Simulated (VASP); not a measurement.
# BN in VASP: single point with PBE+D3(BJ)

Aim: the single point of BN with PBE+D3(BJ).

Everything below comes from runs of VASP 6.6.1. Logs are shortened: lines on timing, memory, paths and dates and some standing lists are left out, and cuts for length are marked.

## Step 1: The cell of the first run

The cell holds a slab with vacuum, 24 atoms: a = 5.013 Å, b = 5.013 Å, c = 23.617 Å, α = 90.00°, β = 90.00°, γ = 120.00°.

## Step 2: Single point, PBE+D3(BJ)

INCAR

```
SYSTEM = BN
PREC = Accurate
ENCUT = 520
EDIFF = 1E-7
ISMEAR = 0
SIGMA = 0.05
LREAL = Auto
LASPH = .TRUE.
NELM = 80
ALGO = Normal
ISIF = 2
LWAVE = .FALSE.
LCHARG = .FALSE.
LDIPOL = .TRUE.
IDIPOL = 3
DIPOL = 0.5 0.5 0.500
GGA = PE
IVDW = 12
NBANDS = 66
```

KPOINTS

```
Automatic mesh
0
G
  6 6 1
  0 0 0
```

POSCAR

```
BN
1.0
    5.0128762177      0.0000000000      0.0000000000
   -2.5064381088      4.3412781505      0.0000000000
    0.0000000000      0.0000000000     23.6168490528
B N
12 12
Direct
    0.1666666667      0.3333333333      0.3599125345
    0.1666666667      0.8333333333      0.3599125345
    0.6666666667      0.3333333333      0.3599125345
    0.6666666667      0.8333333333      0.3599125345
    0.3333333333      0.1666666667      0.5000000000
    0.3333333333      0.6666666667      0.5000000000
    0.8333333333      0.1666666667      0.5000000000
    0.8333333333      0.6666666667      0.5000000000
    0.1666666667      0.3333333333      0.6400874655
    0.1666666667      0.8333333333      0.6400874655
    0.6666666667      0.3333333333      0.6400874655
    0.6666666667      0.8333333333      0.6400874655
    0.3333333333      0.1666666667      0.3599125345
    0.3333333333      0.6666666667      0.3599125345
    0.8333333333      0.1666666667      0.3599125345
    0.8333333333      0.6666666667      0.3599125345
    0.1666666667      0.3333333333      0.5000000000
    0.1666666667      0.8333333333      0.5000000000
    0.6666666667      0.3333333333      0.5000000000
    0.6666666667      0.8333333333      0.5000000000
    0.3333333333      0.1666666667      0.6400874655
    0.3333333333      0.6666666667      0.6400874655
    0.8333333333      0.1666666667      0.6400874655
    0.8333333333      0.6666666667      0.6400874655
```

Potentials or basis: VASP PAW PBE potentials, release 64 (B, N).

Launch:

```
cat potpaw_PBE.64/B/POTCAR potpaw_PBE.64/N/POTCAR > POTCAR
mpirun -np 1 vasp_std > vasp.out
```

OUTCAR:

```text
SYSTEM = BN
   PREC = Accurate
   ENCUT = 520
   EDIFF = 1E-7
   ISMEAR = 0
   LREAL = Auto
   LASPH = .TRUE.
   NELM = 80
   ISIF = 2
   GGA = PE
   IVDW = 12
 IVDW          = 12

 ion  position               nearest neighbor table
   1  0.167  0.333  0.360-  13 1.45  14 1.45  15 1.45
   2  0.167  0.833  0.360-  14 1.45  13 1.45  16 1.45
   3  0.667  0.333  0.360-  15 1.45  16 1.45  13 1.45
   4  0.667  0.833  0.360-  16 1.45  15 1.45  14 1.45
   5  0.333  0.167  0.500-  17 1.45  18 1.45  19 1.45
   6  0.333  0.667  0.500-  18 1.45  17 1.45  20 1.45
[... 16 lines left out ...]
  23  0.833  0.167  0.640-  11 1.45  12 1.45   9 1.45
  24  0.833  0.667  0.640-  12 1.45  11 1.45  10 1.45

  LATTYP: Found a hexagonal cell.
 ALAT       =     5.0128762177
 C/A-ratio  =     4.7112372273

  Lattice vectors:

 A1 = (   5.0128762177,   0.0000000000,   0.0000000000)
 A2 = (  -2.5064381088,   4.3412781505,   0.0000000000)
 A3 = (   0.0000000000,   0.0000000000,  23.6168490528)

Analysis of symmetry for initial positions (statically):
=====================================================================
 Subroutine PRICEL returns following result:

  LATTYP: Found a hexagonal cell.
 ALAT       =     2.5064381088
 C/A-ratio  =     9.4224744546

  Lattice vectors:

 A1 = (   2.5064381088,   0.0000000000,   0.0000000000)
 A2 = (  -1.2532190544,   2.1706390752,   0.0000000000)
 A3 = (   0.0000000000,   0.0000000000,  23.6168490528)

   4 primitive cells build up your supercell.

 Routine SETGRP: Setting up the symmetry group for a
 hexagonal supercell.

 Subroutine GETGRP returns: Found 12 space group operations
 (whereof 12 operations were pure point group operations)
 out of a pool of 24 trial point group operations.

The static configuration has the point symmetry D_3h.

Analysis of symmetry for dynamics (positions and initial velocities):
=====================================================================
 Subroutine PRICEL returns following result:

  LATTYP: Found a hexagonal cell.
 ALAT       =     2.5064381088
 C/A-ratio  =     9.4224744546

  Lattice vectors:

 A1 = (   2.5064381088,   0.0000000000,   0.0000000000)
 A2 = (  -1.2532190544,   2.1706390752,   0.0000000000)
 A3 = (   0.0000000000,   0.0000000000,  23.6168490528)

   4 primitive cells build up your supercell.

 Routine SETGRP: Setting up the symmetry group for a
 hexagonal supercell.

 Subroutine GETGRP returns: Found 12 space group operations
 (whereof 12 operations were pure point group operations)
 out of a pool of 24 trial point group operations.

The dynamic configuration has the point symmetry D_3h.

 Subroutine INISYM returns: Found 12 space group operations
 (whereof 12 operations are pure point group operations),
 and found     4 'primitive' translations

----------------------------------------------------------------------------------------

                                     Primitive cell

  volume of cell :     128.4892

  direct lattice vectors                    reciprocal lattice vectors
     2.506438109  0.000000000  0.000000000     0.398972549  0.230346908  0.000000000
    -1.253219054  2.170639075  0.000000000     0.000000000  0.460693817  0.000000000
     0.000000000  0.000000000 23.616849053     0.000000000  0.000000000  0.042342651

  length of vectors
     2.506438109  2.506438109 23.616849053     0.460693817  0.460693817  0.042342651

  position of ions in fractional coordinates (direct lattice)
     0.333333333  0.666666667  0.359912534
     0.666666667  0.333333333  0.500000000
     0.333333333  0.666666667  0.640087466
     0.666666667  0.333333333  0.359912534
     0.333333333  0.666666667  0.500000000
     0.666666667  0.333333333  0.640087466

  ion indices of the primitive-cell ions
   primitive index   ion index
                 1           1
                 2           5
                 3           9
                 4          13
                 5          17
                 6          21

----------------------------------------------------------------------------------------

 KPOINTS: Automatic mesh

Automatic generation of k-mesh.
 Grid dimensions read from file:
 generate k-points for:    6    6    1

 Generating k-lattice:

  Cartesian coordinates                     Fractional coordinates (reciprocal lattice)
     0.033247712  0.019195576  0.000000000     0.166666667  0.000000000  0.000000000
     0.000000000  0.038391151  0.000000000     0.000000000  0.166666667  0.000000000
     0.000000000  0.000000000  0.042342651     0.000000000  0.000000000  1.000000000

  Length of vectors
     0.038391151  0.038391151  0.042342651

  Shift w.r.t. Gamma in fractional coordinates (k-lattice)
     0.000000000  0.000000000  0.000000000

 Subroutine IBZKPT returns following result:
 ===========================================

 Found      7 irreducible k-points:

 Following reciprocal coordinates:
            Coordinates               Weight
  0.000000  0.000000  0.000000      1.000000
  0.166667  0.000000  0.000000      6.000000
  0.333333  0.000000  0.000000      6.000000
  0.500000 -0.000000  0.000000      3.000000
  0.166667  0.166667  0.000000      6.000000
  0.333333  0.166667  0.000000     12.000000
  0.333333  0.333333  0.000000      2.000000
   k-points           NKPTS =      7   k-points in BZ     NKDIM =      7   number of bands    NBANDS=     66
   number of dos      NEDOS =    301   number of ions     NIONS =     24
   total plane-waves  NPLWV = 288000
   dimension x,y,z NGX =    40 NGY =   40 NGZ =  180
   dimension x,y,z NGXF=    80 NGYF=   80 NGZF=  360
   ions per type =              12  12
   NGX,Y,Z   is equivalent  to a cutoff of  13.27, 13.27, 12.67 a.u.
   NGXF,Y,Z  is equivalent  to a cutoff of  26.53, 26.53, 25.34 a.u.
 SYSTEM =  BN
   PREC   = accura    normal or accurate (medium, high low for compatibility)
   ISTART =      0    job   : 0-new  1-cont  2-samecut
   ICHARG =      2    charge: 1-file 2-atom 10-const
   ISPIN  =      1    spin polarized calculation?
   LNONCOLLINEAR =      F non collinear calculations
   LSORBIT =      F    spin-orbit coupling
   LASPH  =      T    aspherical Exc in radial PAW
   ENCUT  =  520.0 eV  38.22 Ry    6.18 a.u.   9.32  9.32 43.91*2*pi/ulx,y,z
   NELM   =     80;   NELMIN=  2; NELMDL= -5     # of ELM steps
   EDIFF  = 0.1E-06   stopping-criterion for ELM
   LREAL  =      T    real-space projection
   EDIFFG = 0.1E-05   stopping-criterion for IOM
   NSW    =      0    number of steps for IOM
   IBRION =     -1    ionic relax: 0-MD 1-quasi-New 2-CG
   NFREE  =      0    steps in history (QN), initial steepest desc. (CG)
   ISIF   =      2    stress and relaxation
   ISYM   =      2    0-nonsym 1-usesym 2-fastsym
   POTIM  = 0.5000    time-step for ionic-motion
   TEBEG  =    0.0;   TEEND  =   0.0 temperature during run
   PSTRESS=    0.0 pullay stress
   NELECT =      96.0000    total number of electrons
   NUPDOWN=      -1.0000    fix difference up-down
   EMIN   =  10.00;   EMAX   =-10.00  energy-range for DOS
   EFERMI =   0.00;   METHOD = LEGACY
   ISMEAR =     0;   SIGMA  =   0.05  broadening in eV -4-tet -1-fermi 0-gaus
   EFERMI_NEDOS =   21; number of points for ismear=-14 and -15
   IALGO  =     38    algorithm
   IMIX   =      4    mixing-type and parameters
     AMIX     =   0.40;   BMIX     =  1.00
     AMIX_MAG =   1.60;   BMIX_MAG =  1.00
  volume/ion in A,a.u.               =      21.41       144.51
  Fermi-wavevector in a.u.,A,eV,Ry     =   0.935814  1.768433 11.915283  0.875749
  Thomas-Fermi vector in A             =   2.062760
   LORBIT       =      0    0 simple, 1 ext, 2 COOP (PROOUT), +10 PAW based schemes
   GGA     = PE    functional components
   LHFCALC =     F    Hartree Fock is set to
   AEXX    =    0.0000 exact exchange contribution
   IVDW    =    12    specifies the selected vdW correction
   LEPSILON=     F    determine dielectric tensor
   LRPA    =     F    only Hartree local field effects (RPA)
 non-spin polarized calculation
 Gauss-broadening in eV      SIGMA  =   0.05
  energy-cutoff  :      520.00
  volume of cell :      513.96
 maximum number of plane-waves:     13870
 NGX is ok and might be reduce to    40
   NGX = 19   NGY = 19   NGZ = 87

 number of electron      95.9999998 magnetization

 dipolmoment           0.000000      0.000000     -0.000000 electrons x Angstroem

 Free energy of the ion-electron system (eV)
  ---------------------------------------------------
  ext. energy  EPLUGINS =         0.00000000
  ---------------------------------------------------
  free energy    TOTEN  =      -211.01469796 eV

  energy without entropy =     -211.01469796  energy(sigma->0) =     -211.01469796

 E-fermi :  -2.1183     XC(G=0):  -4.6055

 val. band max:       -2.4162608052   @ k =   0.3333   0.3333   0.0000
 cond. band min:       1.9380910514   @ k =   0.0000   0.0000   0.0000
 fundamental gap:      4.3543518566
 Fermi energy:        -2.1182731231

 k-point     1 :       0.0000    0.0000    0.0000
  band No.  band energies     occupation
      1     -20.1777      2.00000
      2     -20.0626      2.00000
      3     -19.9623      2.00000
      4     -17.0174      2.00000
      5     -17.0174      2.00000
      6     -17.0174      2.00000
[... 52 lines left out ...]
     59       2.9226      0.00000
     60       3.5932      0.00000

 k-point     2 :       0.1667    0.0000    0.0000
  band No.  band energies     occupation
      1     -20.0425      2.00000
      2     -19.9291      2.00000
      3     -19.8305      2.00000
      4     -17.4080      2.00000
      5     -17.3469      2.00000
      6     -17.3018      2.00000
[... 52 lines left out ...]
     59       3.6044      0.00000
     60       3.8181      0.00000

 k-point     3 :       0.3333    0.0000    0.0000
  band No.  band energies     occupation
      1     -19.6445      2.00000
      2     -19.5361      2.00000
      3     -19.4427      2.00000
      4     -18.2072      2.00000
      5     -18.1221      2.00000
      6     -18.0524      2.00000
[... 52 lines left out ...]
     59       4.6247      0.00000
     60       4.9938      0.00000

 k-point     4 :       0.5000   -0.0000    0.0000
  band No.  band energies     occupation
      1     -19.0103      2.00000
      2     -19.0103      2.00000
      3     -18.9109      2.00000
      4     -18.9109      2.00000
      5     -18.8265      2.00000
      6     -18.8265      2.00000
[... 52 lines left out ...]
     59       5.3929      0.00000
     60       5.3929      0.00000

 k-point     5 :       0.1667    0.1667    0.0000
  band No.  band energies     occupation
      1     -19.7758      2.00000
      2     -19.6658      2.00000
      3     -19.5706      2.00000
      4     -17.7092      2.00000
      5     -17.7092      2.00000
      6     -17.6359      2.00000
[... 52 lines left out ...]
     59       4.2205      0.00000
     60       4.2585      0.00000

 k-point     6 :       0.3333    0.1667    0.0000
  band No.  band energies     occupation
      1     -19.2584      2.00000
      2     -19.1553      2.00000
      3     -19.0672      2.00000
      4     -18.5336      2.00000
      5     -18.4418      2.00000
      6     -18.3653      2.00000
[... 52 lines left out ...]
     59       5.1210      0.00000
     60       5.3441      0.00000

 k-point     7 :       0.3333    0.3333    0.0000
  band No.  band energies     occupation
      1     -18.6464      2.00000
      2     -18.6464      2.00000
      3     -18.6464      2.00000
      4     -18.5525      2.00000
      5     -18.5525      2.00000
      6     -18.5525      2.00000
[... 52 lines left out ...]
     59       5.5094      0.00000
     60       5.5094      0.00000
 [bands above 60 left out]

------------------------ aborting loop because EDIFF is reached ----------------------------------------

 vacuum level on the upper side and lower side of the slab       (xc-potential included)        -0.080        -0.080

 Edisp (eV)   -2.82702

 E8    (eV) :    -0.8572

  FORCE on cell =-STRESS in cart. coord.  units (eV):
  Direction    XX          YY          ZZ          XY          YZ          ZX
  --------------------------------------------------------------------------------------
  -------------------------------------------------------------------------------------
  Total       0.74919     0.74919     0.01160     0.00000    -0.00000     0.00000
  in kB       2.33549     2.33549     0.03615     0.00000    -0.00000     0.00000
  external pressure =        1.57 kB  Pullay stress =        0.00 kB

 VOLUME and BASIS-vectors are now :
 -----------------------------------------------------------------------------
  energy-cutoff  :      520.00
  volume of cell :      513.96
      direct lattice vectors                 reciprocal lattice vectors
     5.012876218  0.000000000  0.000000000     0.199486274  0.115173454  0.000000000
    -2.506438109  4.341278150  0.000000000     0.000000000  0.230346908  0.000000000
     0.000000000  0.000000000 23.616849053     0.000000000  0.000000000  0.042342651

 POSITION                                       TOTAL-FORCE (eV/Angst)
 -----------------------------------------------------------------------------------
      0.00000      1.44709      8.50000        -0.000000      0.000000      0.021079
     -1.25322      3.61773      8.50000         0.000000     -0.000000      0.021079
      2.50644      1.44709      8.50000         0.000000      0.000000      0.021079
      1.25322      3.61773      8.50000        -0.000000     -0.000000      0.021079
      1.25322      0.72355     11.80842         0.000000      0.000000      0.000000
     -0.00000      2.89419     11.80842        -0.000000      0.000000      0.000000
[... 16 lines left out ...]
      3.75966      0.72355     15.11685         0.000000     -0.000000      0.029015
      2.50644      2.89419     15.11685         0.000000     -0.000000      0.029015
 -----------------------------------------------------------------------------------
    total drift:                               -0.000000      0.000000     -0.000000

  FREE ENERGIE OF THE ION-ELECTRON SYSTEM (eV)
  ---------------------------------------------------
  free  energy   TOTEN  =      -213.8417164896 eV

  energy  without entropy=     -213.8417164896  energy(sigma->0) =     -213.84171649

 vacuum level on the upper side and lower side of the slab         3.359         3.359
```

It took 15 min on 1 thread of Intel Xeon 8259CL, shared host; peak memory 0.64 GiB.

What came out:

- Free energy: -213.8417 eV
- Largest force: 0.029 eV/Å
- Band gap on the k mesh: 4.35 eV
- Dispersion energy per atom: -0.118 eV

Forces in eV/Å, atoms in the order of the input:
```
B    0.000  0.000  0.021
B    0.000  0.000  0.021
B    0.000  0.000  0.021
B    0.000  0.000  0.021
B    0.000  0.000  0.000
B    0.000  0.000  0.000
B    0.000  0.000  0.000
B    0.000  0.000  0.000
B    0.000  0.000 -0.021
B    0.000  0.000 -0.021
B    0.000  0.000 -0.021
B    0.000  0.000 -0.021
N    0.000  0.000 -0.029
N    0.000  0.000 -0.029
N    0.000  0.000 -0.029
N    0.000  0.000 -0.029
N    0.000  0.000  0.000
N    0.000  0.000  0.000
N    0.000  0.000  0.000
N    0.000  0.000  0.000
N    0.000  0.000  0.029
N    0.000  0.000  0.029
N    0.000  0.000  0.029
N    0.000  0.000  0.029
```

Levels at points of the mesh, in eV from the valence-band top:
```tsv
k point	band 44	band 45	band 46	band 47	band 48	band 49	band 50	band 51	band 52	band 53
(0.00, 0.00, 0.00)	-0.91	-0.91	-0.56	-0.56	-0.56	4.35	4.35	4.35	4.76	4.76
(0.50, 0.00, 0.00)	-1.60	-1.12	-1.12	-0.66	-0.66	5.55	5.55	5.71	5.71	5.98
```
